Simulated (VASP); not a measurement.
# GaN (Imm2) in VASP: a series of runs, part 2 of 2

VASP 6.6.1. The steps go on from the part before.

## Step 3: Single point, PBEsol (one atom moved)

The input, INCAR:

```
SYSTEM = GaN
PREC     = Accurate       ! precision mode
ENCUT    = 520            ! plane-wave cutoff, eV
EDIFF    = 1E-7           ! SCF threshold, eV
ISMEAR   = 0              ! smearing method
SIGMA    = 0.02           ! smearing width, eV
LREAL    = .False.        ! projectors in reciprocal space
LASPH    = .True.         ! aspherical terms in the spheres
NELM     = 80             ! most SCF steps
ALGO     = Normal         ! electronic algorithm
ISIF     = 2              ! what is computed and relaxed
LWAVE    = .False.        ! write WAVECAR
LCHARG   = .True.         ! write CHGCAR
GGA      = PS             ! functional
LELF     = .True.         ! ELF
LVHAR    = .True.       
NBANDS   = 16             ! bands
```

The input, KPOINTS:

```
Automatic mesh
0
Gamma
  10 10 10
  0 0 0
```

The input, POSCAR:

```
GaN
1.0
    0.0000000000      2.2535006075      2.2535006075
    2.2535006075      0.0000000000      2.2535006075
    2.2535006075      2.2535006075      0.0000000000
Ga N
1 1
Direct
    0.0199689318      0.0199689318     -0.0199689318
    0.7500000000      0.7500000000      0.7500000000
```

Potentials or basis: VASP PAW PBE potentials, release 64 (Ga_d, N).

Command:

```sh
cat potpaw_PBE.64/Ga_d/POTCAR potpaw_PBE.64/N/POTCAR > POTCAR
mpirun -np 1 vasp_std > vasp.out
```

OUTCAR:

```text
SYSTEM = GaN
   PREC = Accurate
   ENCUT = 520
   EDIFF = 1E-7
   ISMEAR = 0
   LREAL = .False.
   LASPH = .True.
   NELM = 80
   ISIF = 2
   GGA = PS

 ion  position               nearest neighbor table
   1  0.020  0.020  0.980-   2 1.90   2 1.90   2 2.00   2 2.00
   2  0.750  0.750  0.750-   1 1.90   1 1.90   1 2.00   1 2.00

  LATTYP: Found a face centered cubic cell.
 ALAT       =     4.5070012150

  Lattice vectors:

 A1 = (   0.0000000000,   2.2535006075,   2.2535006075)
 A2 = (   2.2535006075,   0.0000000000,   2.2535006075)
 A3 = (   2.2535006075,   2.2535006075,   0.0000000000)

Analysis of symmetry for initial positions (statically):
=====================================================================
 Subroutine PRICEL returns:
 Original cell was already a primitive cell.

 Routine SETGRP: Setting up the symmetry group for a
 face centered cubic supercell.

 Subroutine GETGRP returns: Found  4 space group operations
 (whereof  4 operations were pure point group operations)
 out of a pool of 48 trial point group operations.

The static configuration has the point symmetry C_2v.

Analysis of symmetry for dynamics (positions and initial velocities):
[... 162 lines left out ...]
 cond. band min:       6.8348585097   @ k =   0.0000   0.0000   0.0000
 fundamental gap:      1.5325137874
 Fermi energy:         5.4687971164

 k-point     1 :       0.0000    0.0000    0.0000
  band No.  band energies     occupation
      1     -10.8111      2.00000
      2      -8.2990      2.00000
      3      -8.2475      2.00000
      4      -8.2392      2.00000
      5      -7.9464      2.00000
      6      -7.9413      2.00000
[... 433 lines left out ...]
      3      -8.1701      2.00000
      4      -7.9605      2.00000
      5      -7.9043      2.00000
      6      -7.1567      2.00000
[... 8 lines left out ...]
     15      22.6561      0.00000
     16      24.8626      0.00000

 [... further k-points ...]

------------------------ aborting loop because EDIFF is reached ----------------------------------------

  FORCE on cell =-STRESS in cart. coord.  units (eV):
  Direction    XX          YY          ZZ          XY          YZ          ZX
  --------------------------------------------------------------------------------------
  -------------------------------------------------------------------------------------
  Total       -0.0249260     -0.0249260     -0.1750026     -0.7131453      0.0000000      0.0000000
  in kB       -1.7448609     -1.7448609    -12.2504495    -49.9212643      0.0000000      0.0000000
  external PRESSURE =      -5.2467238 kB  Pullay stress =       0.0000000 kB

 VOLUME and BASIS-vectors are now :
 -----------------------------------------------------------------------------
  energy-cutoff  :      520.00
  volume of cell :       22.89
      direct lattice vectors                 reciprocal lattice vectors
     0.000000000  2.253500607  2.253500607    -0.221877020  0.221877020  0.221877020
     2.253500607  0.000000000  2.253500607     0.221877020 -0.221877020  0.221877020
     2.253500607  2.253500607  0.000000000     0.221877020  0.221877020 -0.221877020

 POSITION                                       TOTAL-FORCE (eV/Angst)
 -----------------------------------------------------------------------------------
      2.25350      2.25350      0.09000         0.000000      0.000000     -1.066005
      3.38025      3.38025      3.38025         0.000000      0.000000      1.066005
 -----------------------------------------------------------------------------------
    total drift:                                0.000003      0.000003      0.000139

  FREE ENERGIE OF THE ION-ELECTRON SYSTEM (eV)
  ---------------------------------------------------
  free  energy   TOTEN  =       -13.0737357058 eV

  energy  without entropy=      -13.0737357058  energy(sigma->0) =      -13.07373571
```

OSZICAR:

```text
N       E                     dE             d eps       ncg     rms          rms(c)
DAV:   1     0.813638847825E+02    0.81364E+02   -0.93095E+03  6104   0.204E+03
DAV:   2    -0.911678348623E+01   -0.90481E+02   -0.84297E+02  6288   0.329E+02
DAV:   3    -0.148331031694E+02   -0.57163E+01   -0.56947E+01  6368   0.705E+01
DAV:   4    -0.148990697546E+02   -0.65967E-01   -0.65959E-01  6992   0.801E+00
DAV:   5    -0.148999043399E+02   -0.83459E-03   -0.83458E-03  6552   0.810E-01    0.723E+00
DAV:   6    -0.131054151701E+02    0.17945E+01   -0.43263E+00  8336   0.397E+01    0.266E+00
DAV:   7    -0.130938816977E+02    0.11533E-01   -0.27266E-01  5872   0.579E+00    0.171E+00
DAV:   8    -0.130771297465E+02    0.16752E-01   -0.54535E-02  6872   0.266E+00    0.718E-01
DAV:   9    -0.130736268307E+02    0.35029E-02   -0.11787E-02  8136   0.226E+00    0.182E-01
DAV:  10    -0.130737744474E+02   -0.14762E-03   -0.11739E-03  6176   0.443E-01    0.974E-02
DAV:  11    -0.130737340573E+02    0.40390E-04   -0.12956E-04  8496   0.180E-01    0.513E-03
DAV:  12    -0.130737357270E+02   -0.16697E-05   -0.12069E-05  6120   0.378E-02    0.205E-03
DAV:  13    -0.130737357058E+02    0.21202E-07   -0.35203E-07  7016   0.101E-02
   1 F= -.13073736E+02 E0= -.13073736E+02  d E =-.934575E-35
```

stdout:

```text
POSCAR found type information on POSCAR GaN
 POSCAR found :  2 types and       2 ions
 scaLAPACK will be used
 -----------------------------------------------------------------------------
|                                                                             |
|                                                                             |
|     You enforced a specific xc type in the INCAR file but a different       |
|     I HOPE YOU KNOW WHAT YOU ARE DOING!                                     |
|                                                                             |
 -----------------------------------------------------------------------------

 LDA part: xc-table for (Slater+PW92), standard interpolation
 POSCAR, INCAR and KPOINTS ok, starting setup
 FFT: planning ... GRIDC
 FFT: planning ... GRID_SOFT
 FFT: planning ... GRID
 WAVECAR not read
 entering main loop
```

It took 26 s on 1 thread of Intel Xeon Platinum 8488C (Sapphire Rapids), shared host; peak memory 0.18 GiB.

What came out:

```yaml
Free_energy: -13.0737 eV
Pressure: -0.5 GPa
Largest_force: 1.066 eV/Å
Band_gap_on_the_k_mesh: 1.53 eV, direct
```

Forces in eV/Å, atoms in the order of the input:
```
Ga   0.000  0.000 -1.066
N    0.000  0.000  1.066
```

Caveat: the cell differs from its parent crystal (one atom moved); the PAW data sets were made with another functional, which shifts forces and pressure a little.
